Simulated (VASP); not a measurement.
# Si6HO12 (a cell with a defect) in VASP: single point with PBE

Aim: the single point of Si6HO12 (a cell with a defect) with PBE.

All numbers are computed with VASP 6.6.1; they aren't measurements. Logs are shortened: lines on timing, memory, paths and dates and some standing lists are left out, and cuts for length are marked.

### Step 1. The cell of the first run

The cell holds a defect, 19 atoms: a = 7.301 Å, b = 7.301 Å, c = 7.005 Å, α = 90.00°, β = 90.00°, γ = 120.00°.

### Step 2. Single point, PBE

Input file INCAR:

```
SYSTEM = Si6HO12
  PREC = Accurate
  ENCUT = 520
  EDIFF = 1E-6
  ISMEAR = 0
  SIGMA = 0.02
  LREAL = Auto
  LASPH = .True.
  NELM = 100
  ALGO = Normal
  ISIF = 2
  LWAVE = .False.
  LCHARG = .False.
  GGA = PE
  NELECT = 96.0
  NBANDS = 64
```

Input file KPOINTS:

```
regular mesh
0
Gamma
  2 2 2
  0 0 0
```

Input file POSCAR:

```
Si6HO12
1.0
    7.3005510000      0.0000000000      0.0000000000
   -3.6502750000      6.3224620000      0.0000000000
    0.0000000000      0.0000000000      7.0051240000
Si O H
6 12 1
Direct
    0.5395991347      0.7801689167      0.4137908888
    0.4733746887      0.2407970528      0.9445556698
    0.2474073340      0.4666619466      0.7383446590
    0.7717633391      0.2416835396      0.6112459341
    0.7871900874      0.5328526212      0.2689750851
    0.2487010130      0.7651622836      0.0715970147
    0.5989050101      0.3990739918      0.1237721193
    0.0196393528      0.6543094374      0.1800348645
    0.7677429580      0.4139063816      0.4656028832
    0.7544282973      0.7475061462      0.3415686324
    0.3369149258      0.3303420932      0.8416035279
    0.6445518620      0.2305434187      0.8034365232
    0.2373490500      0.6381455637      0.8792153987
    0.3111529024      0.0068417086      0.0276045651
    0.0133737757      0.3042119626      0.6556337709
    0.4211306390      0.7610366307      0.2169359742
    0.4053536378      0.5918565166      0.5588412130
    0.6610946999      0.0124889197      0.5030574485
   -0.1114296376      0.8817022487      0.3422026976
```

Potentials or basis: VASP PAW PBE potentials, release 64 (Si, O, H).

Command:

```console
cat potpaw_PBE.64/Si/POTCAR potpaw_PBE.64/O/POTCAR potpaw_PBE.64/H/POTCAR > POTCAR
mpirun -np 1 vasp_std > vasp.out
```

OUTCAR:

```text
SYSTEM = Si6HO12
   PREC = Accurate
   ENCUT = 520
   EDIFF = 1E-6
   ISMEAR = 0
   LREAL = Auto
   LASPH = .True.
   NELM = 100
   ISIF = 2
   GGA = PE
   NELECT = 96.0

 ion  position               nearest neighbor table
   1  0.540  0.780  0.414-  17 1.59  16 1.60  18 1.60  10 1.77
   2  0.473  0.241  0.945-  11 1.61  14 1.62  12 1.62   7 1.64   6 3.14
   3  0.247  0.467  0.738-  11 1.61  15 1.62  13 1.62  17 1.64   4 3.14
   4  0.772  0.242  0.611-  12 1.61  15 1.62   9 1.63  18 1.64   3 3.14
   5  0.787  0.533  0.269-   7 1.59   9 1.60   8 1.60  10 1.77
   6  0.249  0.765  0.072-  13 1.61  14 1.62  16 1.63   8 1.64   2 3.14
   7  0.599  0.399  0.124-   5 1.59   2 1.64
   8  0.020  0.654  0.180-   5 1.60   6 1.64
   9  0.768  0.414  0.466-   5 1.60   4 1.63
  10  0.754  0.748  0.342-  19 0.98   5 1.77   1 1.77
  11  0.337  0.330  0.842-   3 1.61   2 1.61
  12  0.645  0.231  0.803-   4 1.61   2 1.62
  13  0.237  0.638  0.879-   6 1.61   3 1.62
  14  0.311  0.007  0.028-   6 1.62   2 1.62
  15  0.013  0.304  0.656-   4 1.62   3 1.62
  16  0.421  0.761  0.217-   1 1.60   6 1.63
  17  0.405  0.592  0.559-   1 1.59   3 1.64
  18  0.661  0.012  0.503-   1 1.60   4 1.64
  19  0.889  0.882  0.342-  10 0.98

  LATTYP: Found a hexagonal cell.
 ALAT       =     7.3005510000
 C/A-ratio  =     0.9595336023

  Lattice vectors:

 A1 = (   7.3005510000,   0.0000000000,   0.0000000000)
 A2 = (  -3.6502750000,   6.3224620000,   0.0000000000)
 A3 = (   0.0000000000,   0.0000000000,   7.0051240000)

Analysis of symmetry for initial positions (statically):
=====================================================================
 Subroutine PRICEL returns:
 Original cell was already a primitive cell.

 Routine SETGRP: Setting up the symmetry group for a
 hexagonal supercell.

 Subroutine GETGRP returns: Found  1 space group operations
 (whereof  1 operations were pure point group operations)
 out of a pool of 24 trial point group operations.

The static configuration has the point symmetry C_1 .

Analysis of symmetry for dynamics (positions and initial velocities):
=====================================================================
 Subroutine PRICEL returns:
 Original cell was already a primitive cell.

 Routine SETGRP: Setting up the symmetry group for a
 hexagonal supercell.

 Subroutine GETGRP returns: Found  1 space group operations
 (whereof  1 operations were pure point group operations)
 out of a pool of 24 trial point group operations.

The dynamic configuration has the point symmetry C_1 .

 Subroutine INISYM returns: Found  1 space group operations
 (whereof  1 operations are pure point group operations),
 and found     1 'primitive' translations

----------------------------------------------------------------------------------------

                                     Primitive cell

  volume of cell :     323.3387

  direct lattice vectors                    reciprocal lattice vectors
     7.300551000  0.000000000  0.000000000     0.136975962  0.079083106  0.000000000
    -3.650275000  6.322462000  0.000000000     0.000000000  0.158166233  0.000000000
     0.000000000  0.000000000  7.005124000     0.000000000  0.000000000  0.142752648

  length of vectors
     7.300551000  7.300550206  7.005124000     0.158166216  0.158166233  0.142752648

  position of ions in fractional coordinates (direct lattice)
     0.539599135  0.780168917  0.413790889
     0.473374689  0.240797053  0.944555670
     0.247407334  0.466661947  0.738344659
     0.771763339  0.241683540  0.611245934
     0.787190087  0.532852621  0.268975085
     0.248701013  0.765162284  0.071597015
[... 11 lines left out ...]
     0.661094700  0.012488920  0.503057449
     0.888570362  0.881702249  0.342202698

  ion indices of the primitive-cell ions
   primitive index   ion index
                 1           1
                 2           2
                 3           3
                 4           4
                 5           5
                 6           6
[... 11 lines left out ...]
                18          18
                19          19

----------------------------------------------------------------------------------------

 KPOINTS: regular mesh

Automatic generation of k-mesh.
 Grid dimensions read from file:
 generate k-points for:    2    2    2

 Generating k-lattice:

  Cartesian coordinates                     Fractional coordinates (reciprocal lattice)
     0.068487981  0.039541553  0.000000000     0.500000000  0.000000000  0.000000000
     0.000000000  0.079083117  0.000000000     0.000000000  0.500000000  0.000000000
     0.000000000  0.000000000  0.071376324     0.000000000  0.000000000  0.500000000

  Length of vectors
     0.079083108  0.079083117  0.071376324

  Shift w.r.t. Gamma in fractional coordinates (k-lattice)
     0.000000000  0.000000000  0.000000000

 Subroutine IBZKPT returns following result:
 ===========================================

 Found      8 irreducible k-points:

 Following reciprocal coordinates:
            Coordinates               Weight
  0.000000  0.000000  0.000000      1.000000
  0.500000  0.000000  0.000000      1.000000
  0.000000  0.500000  0.000000      1.000000
  0.500000  0.500000  0.000000      1.000000
  0.000000  0.000000  0.500000      1.000000
  0.500000  0.000000  0.500000      1.000000
  0.000000  0.500000  0.500000      1.000000
  0.500000  0.500000  0.500000      1.000000
   k-points           NKPTS =      8   k-points in BZ     NKDIM =      8   number of bands    NBANDS=     64
   number of dos      NEDOS =    301   number of ions     NIONS =     19
   total plane-waves  NPLWV = 157464
   dimension x,y,z NGX =    54 NGY =   54 NGZ =   54
   dimension x,y,z NGXF=   108 NGYF=  108 NGZF=  108
   ions per type =               6  12   1
   NGX,Y,Z   is equivalent  to a cutoff of  12.30, 12.30, 12.82 a.u.
   NGXF,Y,Z  is equivalent  to a cutoff of  24.59, 24.59, 25.63 a.u.
 SYSTEM =  Si6HO12
   PREC   = accura    normal or accurate (medium, high low for compatibility)
   ISTART =      0    job   : 0-new  1-cont  2-samecut
   ICHARG =      2    charge: 1-file 2-atom 10-const
   ISPIN  =      1    spin polarized calculation?
   LNONCOLLINEAR =      F non collinear calculations
   LSORBIT =      F    spin-orbit coupling
   LASPH  =      T    aspherical Exc in radial PAW
   ENCUT  =  520.0 eV  38.22 Ry    6.18 a.u.  13.57 13.57 13.02*2*pi/ulx,y,z
   NELM   =    100;   NELMIN=  2; NELMDL= -5     # of ELM steps
   EDIFF  = 0.1E-05   stopping-criterion for ELM
   LREAL  =      T    real-space projection
   EDIFFG = 0.1E-04   stopping-criterion for IOM
   NSW    =      0    number of steps for IOM
[... 5 lines left out ...]
   TEBEG  =    0.0;   TEEND  =   0.0 temperature during run
   PSTRESS=    0.0 pullay stress
   NELECT =      96.0000    total number of electrons
   NUPDOWN=      -1.0000    fix difference up-down
   EMIN   =  10.00;   EMAX   =-10.00  energy-range for DOS
   EFERMI =   0.00;   METHOD = LEGACY
   ISMEAR =     0;   SIGMA  =   0.02  broadening in eV -4-tet -1-fermi 0-gaus
   EFERMI_NEDOS =   21; number of points for ismear=-14 and -15
   IALGO  =     38    algorithm
   IMIX   =      4    mixing-type and parameters
     AMIX     =   0.40;   BMIX     =  1.00
     AMIX_MAG =   1.60;   BMIX_MAG =  1.00
  volume/ion in A,a.u.               =      17.02       114.84
  Fermi-wavevector in a.u.,A,eV,Ry     =   1.092143  2.063850 16.228695  1.192775
  Thomas-Fermi vector in A             =   2.228402
   LORBIT       =      0    0 simple, 1 ext, 2 COOP (PROOUT), +10 PAW based schemes
   GGA     = PE    functional components
   LHFCALC =     F    Hartree Fock is set to
   AEXX    =    0.0000 exact exchange contribution
   IVDW    =     0    specifies the selected vdW correction
   LEPSILON=     F    determine dielectric tensor
   LRPA    =     F    only Hartree local field effects (RPA)
 non-spin polarized calculation
 Gauss-broadening in eV      SIGMA  =   0.02
  energy-cutoff  :      520.00
  volume of cell :      323.34
 maximum number of plane-waves:      8774
   NGX = 27   NGY = 27   NGZ = 27

 number of electron      95.9999995 magnetization

 Free energy of the ion-electron system (eV)
  ---------------------------------------------------
  ext. energy  EPLUGINS =         0.00000000
  ---------------------------------------------------
  free energy    TOTEN  =      -146.41073763 eV

  energy without entropy =     -146.41073763  energy(sigma->0) =     -146.41073763

 E-fermi :  -1.2797     XC(G=0):  -7.2215

 val. band max:       -1.4114927680   @ k =   0.5000   0.5000   0.5000
 cond. band min:       3.8778888866   @ k =   0.0000   0.0000   0.0000
 fundamental gap:      5.2893816546
 Fermi energy:        -1.2796944802

 k-point     1 :       0.0000    0.0000    0.0000
  band No.  band energies     occupation
      1     -21.8975      2.00000
      2     -20.3104      2.00000
      3     -19.8002      2.00000
      4     -19.7134      2.00000
      5     -19.4466      2.00000
      6     -19.2089      2.00000
[... 52 lines left out ...]
     59       8.5636      0.00000
     60       8.6913      0.00000

 k-point     2 :       0.5000    0.0000    0.0000
  band No.  band energies     occupation
      1     -21.8877      2.00000
      2     -20.1848      2.00000
      3     -20.0452      2.00000
      4     -19.7332      2.00000
      5     -19.4929      2.00000
      6     -19.0766      2.00000
[... 52 lines left out ...]
     59       8.3683      0.00000
     60       8.4030      0.00000

 k-point     3 :       0.0000    0.5000    0.0000
  band No.  band energies     occupation
      1     -21.8877      2.00000
      2     -20.1847      2.00000
      3     -20.0456      2.00000
      4     -19.7331      2.00000
      5     -19.4926      2.00000
      6     -19.0765      2.00000
[... 251 lines left out ...]
      6     -19.0498      2.00000
[... 52 lines left out ...]
     59       8.3028      0.00000
     60       8.4960      0.00000

 k-point     8 :       0.5000    0.5000    0.5000
  band No.  band energies     occupation
      1     -21.8801      2.00000
      2     -20.2254      2.00000
      3     -19.9945      2.00000
      4     -19.7561      2.00000
      5     -19.5393      2.00000
      6     -19.0966      2.00000
[... 52 lines left out ...]
     59       8.3323      0.00000
     60       8.3472      0.00000
 [bands above 60 left out]

------------------------ aborting loop because EDIFF is reached ----------------------------------------

  FORCE on cell =-STRESS in cart. coord.  units (eV):
  Direction    XX          YY          ZZ          XY          YZ          ZX
  --------------------------------------------------------------------------------------
  -------------------------------------------------------------------------------------
  Total       -7.1309372     -7.2231093     -7.3056019     -0.0702192     -0.9377768      1.6377044
  in kB      -35.3345448    -35.7912670    -36.2000269     -0.3479436     -4.6467828      8.1149976
  external PRESSURE =     -35.7752796 kB  Pullay stress =       0.0000000 kB

 VOLUME and BASIS-vectors are now :
 -----------------------------------------------------------------------------
  energy-cutoff  :      520.00
  volume of cell :      323.34
      direct lattice vectors                 reciprocal lattice vectors
     7.300551000  0.000000000  0.000000000     0.136975962  0.079083106  0.000000000
    -3.650275000  6.322462000  0.000000000     0.000000000  0.158166233  0.000000000
     0.000000000  0.000000000  7.005124000     0.000000000  0.000000000  0.142752648

 POSITION                                       TOTAL-FORCE (eV/Angst)
 -----------------------------------------------------------------------------------
      1.09154      4.93259      2.89866         0.042151     -0.015854     -0.019476
      2.57692      1.52243      6.61673        -0.025309      0.009972      0.019012
      0.10277      2.95045      5.17220         0.021182     -0.018490     -0.017817
      4.75209      1.52803      4.28185        -0.001798     -0.013297     -0.004144
      3.80186      3.36894      1.88420        -0.041702      0.025130      0.021291
     -0.97740      4.83771      0.50155        -0.013661     -0.003841      0.008622
[... 11 lines left out ...]
      4.78077      0.07896      3.52398         0.000338      0.018131      0.003854
      3.26860      5.57453      2.39717         0.032314      0.047238     -0.000829
 -----------------------------------------------------------------------------------
    total drift:                                0.003707      0.005151     -0.009576

  FREE ENERGIE OF THE ION-ELECTRON SYSTEM (eV)
  ---------------------------------------------------
  free  energy   TOTEN  =      -146.4107376291 eV

  energy  without entropy=     -146.4107376291  energy(sigma->0) =     -146.41073763
```

Wall time 4.9 min (1 thread of Intel Xeon Platinum 8259CL at 2.50GHz (Skylake/Cascade Lake), shared host); peak memory 0.42 GiB.

What came out:

```yaml
Free_energy: -146.4107 eV
Largest_force: 0.057 eV/Å
```

Forces on the atoms (eV/Å):
```
Si   0.042 -0.016 -0.019
Si  -0.025  0.010  0.019
Si   0.021 -0.018 -0.018
Si  -0.002 -0.013 -0.004
Si  -0.042  0.025  0.021
Si  -0.014 -0.004  0.009
O    0.004 -0.020 -0.017
O    0.014  0.006 -0.008
O    0.017 -0.018  0.011
O   -0.022 -0.031  0.002
O    0.008  0.014 -0.004
O   -0.010  0.000 -0.007
O    0.003 -0.008  0.003
O    0.012  0.000 -0.004
O   -0.004  0.012  0.000
O   -0.021  0.004 -0.007
O   -0.014 -0.007  0.020
O    0.000  0.018  0.004
H    0.032  0.047 -0.001
```

Caveat: the k points lie up to 0.50 Å⁻¹ apart; the cell carries a net charge on a neutralising background, which shifts energy and pressure; the cell is charged against a uniform background, so pressure and absolute levels hang on convention.
